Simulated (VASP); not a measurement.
# PbS (R3m) in VASP: settings compared, part 2 of 2

VASP 6.6.1. Earlier steps stand in the parts before.

**3. Single point, r2SCAN**

POSCAR reads:

```
PbS
1.0
    2.1005109573      1.2127305666      3.4301898177
   -2.1005109573      1.2127305666      3.4301898177
    0.0000000000     -2.4254611333      3.4301898176
Pb S
1 1
Direct
    0.9781436759      0.9781436759      0.9781436759
    0.4774576541      0.4774576541      0.4774576541
```

INCAR.step1 reads:

```
SYSTEM = PbS
PREC     = Accurate       ! precision mode
ENCUT    = 520            ! plane-wave cutoff, eV
ISMEAR   = 0              ! smearing method
SIGMA    = 0.01           ! smearing width, eV
LREAL    = .False.        ! projectors in reciprocal space
LASPH    = .True.         ! aspherical terms in the spheres
NELM     = 100            ! most SCF steps
NBANDS   = 17             ! bands
GGA      = PE             ! functional
ALGO     = Normal         ! electronic algorithm
EDIFF    = 1E-4           ! SCF threshold, eV
LWAVE    = .True.         ! write WAVECAR
LCHARG   = .False.        ! write CHGCAR
```

INCAR.step2 reads:

```
SYSTEM = PbS
PREC     = Accurate       ! precision mode
ENCUT    = 520            ! plane-wave cutoff, eV
EDIFF    = 1E-7           ! SCF threshold, eV
ISMEAR   = 0              ! smearing method
SIGMA    = 0.01           ! smearing width, eV
LREAL    = .False.        ! projectors in reciprocal space
LASPH    = .True.         ! aspherical terms in the spheres
NELM     = 100            ! most SCF steps
ALGO     = Normal         ! electronic algorithm
ISIF     = 2              ! what is computed and relaxed
LWAVE    = .False.        ! write WAVECAR
LCHARG   = .True.         ! write CHGCAR
METAGGA  = R2SCAN         ! meta-GGA
LMIXTAU  = .True.       
LELF     = .True.         ! ELF
LVHAR    = .True.       
NBANDS   = 17             ! bands
ISTART   = 1
```

KPOINTS reads:

```
regular mesh
0
Gamma
  6 6 6
  0 0 0
```

Potentials or basis: VASP PAW PBE potentials, release 64 (Pb_d, S).

The run is started by

```sh
$ cat potpaw_PBE.64/Pb_d/POTCAR potpaw_PBE.64/S/POTCAR > POTCAR
$ cp INCAR.step1 INCAR
$ mpirun -np 1 vasp_std > vasp.out
$ cp INCAR.step2 INCAR
$ mpirun -np 1 vasp_std > vasp.out
```

OUTCAR:

```text
SYSTEM = PbS
   PREC = Accurate
   ENCUT = 520
   EDIFF = 1E-7
   ISMEAR = 0
   LREAL = .False.
   LASPH = .True.
   NELM = 100
   ISIF = 2
   METAGGA = R2SCAN
   ISTART = 1

 ion  position               nearest neighbor table
   1  0.978  0.978  0.978-   2 2.97   2 2.97   2 2.97   2 2.97   2 2.97   2 2.97
   2  0.477  0.477  0.477-   1 2.97   1 2.97   1 2.97   1 2.97   1 2.97   1 2.97

  LATTYP: Found a trigonal (rhomboedric) cell.
 ALAT       =     4.2010788965
 COS(alpha) =     0.5000135635

  Lattice vectors:

 A1 = (   2.1005109573,   1.2127305666,   3.4301898177)
 A2 = (  -2.1005109573,   1.2127305666,   3.4301898177)
 A3 = (   0.0000000000,  -2.4254611333,   3.4301898176)

Analysis of symmetry for initial positions (statically):
=====================================================================
 Subroutine PRICEL returns:
 Original cell was already a primitive cell.

 Routine SETGRP: Setting up the symmetry group for a
 trigonal (rhombohedral) supercell.

 Subroutine GETGRP returns: Found  6 space group operations
 (whereof  6 operations were pure point group operations)
 out of a pool of 12 trial point group operations.

The static configuration has the point symmetry C_3v.

Analysis of symmetry for dynamics (positions and initial velocities):
=====================================================================
 Subroutine PRICEL returns:
 Original cell was already a primitive cell.

 Routine SETGRP: Setting up the symmetry group for a
 trigonal (rhombohedral) supercell.

 Subroutine GETGRP returns: Found  6 space group operations
 (whereof  6 operations were pure point group operations)
 out of a pool of 12 trial point group operations.

The dynamic configuration has the point symmetry C_3v.

 Subroutine INISYM returns: Found  6 space group operations
[... 111 lines left out ...]
   EFERMI =   0.00;   METHOD = LEGACY
   ISMEAR =     0;   SIGMA  =   0.01  broadening in eV -4-tet -1-fermi 0-gaus
   EFERMI_NEDOS =   21; number of points for ismear=-14 and -15
   IALGO  =     38    algorithm
   IMIX   =      4    mixing-type and parameters
     AMIX     =   0.40;   BMIX     =  1.00
     AMIX_MAG =   1.60;   BMIX_MAG =  1.00
  volume/ion in A,a.u.               =      26.21       176.90
  Fermi-wavevector in a.u.,A,eV,Ry     =   1.187313  2.243696 19.180302  1.409712
  Thomas-Fermi vector in A             =   2.323467
   LORBIT       =      0    0 simple, 1 ext, 2 COOP (PROOUT), +10 PAW based schemes
   METAGGA = R2SCAN    functional components
   LHFCALC =     F    Hartree Fock is set to
   AEXX    =    0.0000 exact exchange contribution
   IVDW    =     0    specifies the selected vdW correction
   LEPSILON=     F    determine dielectric tensor
   LRPA    =     F    only Hartree local field effects (RPA)
 non-spin polarized calculation
 Gauss-broadening in eV      SIGMA  =   0.01
  energy-cutoff  :      520.00
  volume of cell :       52.43
 maximum number of plane-waves:      1428
   NGX = 15   NGY = 15   NGZ = 15

 number of electron      20.0000001 magnetization

 Free energy of the ion-electron system (eV)
  ---------------------------------------------------
  ext. energy  EPLUGINS =         0.00000000
  ---------------------------------------------------
  free energy    TOTEN  =       -65.61025637 eV

  energy without entropy =      -65.61025637  energy(sigma->0) =      -65.61025637

 E-fermi :   5.7296     XC(G=0): -10.2310

 val. band max:        5.6366990433   @ k =   0.5000   0.0000   0.0000
 cond. band min:       6.2776597047   @ k =   0.5000   0.0000   0.0000
 fundamental gap:      0.6409606614
 Fermi energy:         5.7296443047

 k-point     1 :       0.0000    0.0000    0.0000
  band No.  band energies     occupation
      1     -11.8062      2.00000
      2     -11.8062      2.00000
      3     -11.8062      2.00000
      4     -11.7902      2.00000
      5     -11.7902      2.00000
      6      -8.5344      2.00000
[... 457 lines left out ...]
      4     -11.7735      2.00000
      5     -11.7603      2.00000
      6      -6.9358      2.00000
[... 9 lines left out ...]
     16      16.2918      0.00000
     17      18.1608      0.00000

 [... further k-points ...]

------------------------ aborting loop because EDIFF is reached ----------------------------------------

  FORCE on cell =-STRESS in cart. coord.  units (eV):
  Direction    XX          YY          ZZ          XY          YZ          ZX
  --------------------------------------------------------------------------------------
  -------------------------------------------------------------------------------------
  Total        0.3172492      0.3172492      0.3174156      0.0000000      0.0000000      0.0000000
  in kB        9.6951030      9.6951030      9.7001888      0.0000000      0.0000000      0.0000000
  external PRESSURE =       9.6967982 kB  Pullay stress =       0.0000000 kB

 VOLUME and BASIS-vectors are now :
 -----------------------------------------------------------------------------
  energy-cutoff  :      520.00
  volume of cell :       52.43
      direct lattice vectors                 reciprocal lattice vectors
     2.100510957  1.212730567  3.430189818     0.238037321  0.137430911  0.097176352
    -2.100510957  1.212730567  3.430189818    -0.238037321  0.137430911  0.097176352
     0.000000000 -2.425461133  3.430189818     0.000000000 -0.274861822  0.097176352

 POSITION                                       TOTAL-FORCE (eV/Angst)
 -----------------------------------------------------------------------------------
      0.00000     -0.00000     10.06566         0.000000      0.000000     -0.001763
      0.00000     -0.00000      4.91331         0.000000     -0.000000      0.001763
 -----------------------------------------------------------------------------------
    total drift:                               -0.000000     -0.000000      0.000079

  FREE ENERGIE OF THE ION-ELECTRON SYSTEM (eV)
  ---------------------------------------------------
  free  energy   TOTEN  =       -65.6102563702 eV

  energy  without entropy=      -65.6102563702  energy(sigma->0) =      -65.61025637
```

OUTCAR.step1:

```text
SYSTEM = PbS
   PREC = Accurate
   ENCUT = 520
   ISMEAR = 0
   LREAL = .False.
   LASPH = .True.
[... 702 lines left out ...]
      0.00000     -0.00000     10.06566         0.000000      0.000000     -0.001838
      0.00000     -0.00000      4.91331         0.000000     -0.000000      0.001838
 -----------------------------------------------------------------------------------
    total drift:                               -0.000000     -0.000000      0.000096

  FREE ENERGIE OF THE ION-ELECTRON SYSTEM (eV)
  ---------------------------------------------------
  free  energy   TOTEN  =        -8.7608440823 eV

  energy  without entropy=       -8.7608440823  energy(sigma->0) =       -8.76084408
```

OSZICAR.step1:

```text
N       E                     dE             d eps       ncg     rms          rms(c)
DAV:   1     0.153191387639E+03    0.15319E+03   -0.94076E+03  1088   0.128E+03
DAV:   2     0.286270819672E+01   -0.15033E+03   -0.14491E+03  1131   0.315E+02
DAV:   3    -0.894111014119E+01   -0.11804E+02   -0.11712E+02  1411   0.911E+01
DAV:   4    -0.923571532756E+01   -0.29461E+00   -0.29433E+00  1397   0.157E+01
DAV:   5    -0.924619032192E+01   -0.10475E-01   -0.10474E-01  1578   0.293E+00    0.460E+00
DAV:   6    -0.875648362375E+01    0.48971E+00   -0.14002E+00  1671   0.797E+00    0.320E+00
DAV:   7    -0.875757760908E+01   -0.10940E-02   -0.14622E-01  1323   0.190E+00    0.188E+00
DAV:   8    -0.876135877259E+01   -0.37812E-02   -0.18042E-02  1222   0.143E+00    0.341E-01
DAV:   9    -0.876063172448E+01    0.72705E-03   -0.38328E-03  1689   0.545E-01    0.849E-02
DAV:  10    -0.876083788755E+01   -0.20616E-03   -0.38912E-04  1212   0.121E-01    0.597E-02
DAV:  11    -0.876084408226E+01   -0.61947E-05   -0.50815E-05   983   0.808E-02
   1 F= -.87608441E+01 E0= -.87608441E+01  d E =-.145736E-16
```

It took 67 s on 1 thread of AMD EPYC 9R45 (Zen 5), shared host; peak memory 0.17 GiB.

What came out:

* Free energy: -65.6103 eV
* Pressure: 1.0 GPa
* Band gap on the k mesh: 0.64 eV, direct

Levels at points of the mesh, in eV from the valence-band top:
```
           k point  band 6  band 7  band 8  band 9  band 10  band 11  band 12  band 13  band 14  band 15
(0.00, 0.00, 0.00)  -14.17   -6.11   -2.31   -2.31    -2.31     5.54     5.54     5.54     7.15     7.15
(0.50, 0.00, 0.00)  -12.93   -9.08   -1.91   -1.91     0.00     0.64     2.19     2.19     9.16    10.63
(0.50, 0.50, 0.50)  -12.93   -9.08   -1.91   -1.91     0.00     0.64     2.19     2.19     9.16    10.63
(0.50, 0.50, 0.00)  -12.47   -7.36   -5.34   -3.58    -3.58     4.17     5.99     6.07     6.07    11.70
```

Caveat: the PAW data sets were made with another functional, which shifts forces and pressure a little; spin-orbit coupling is left out, which moves the levels of the heavy elements. A k mesh can miss the band edges.
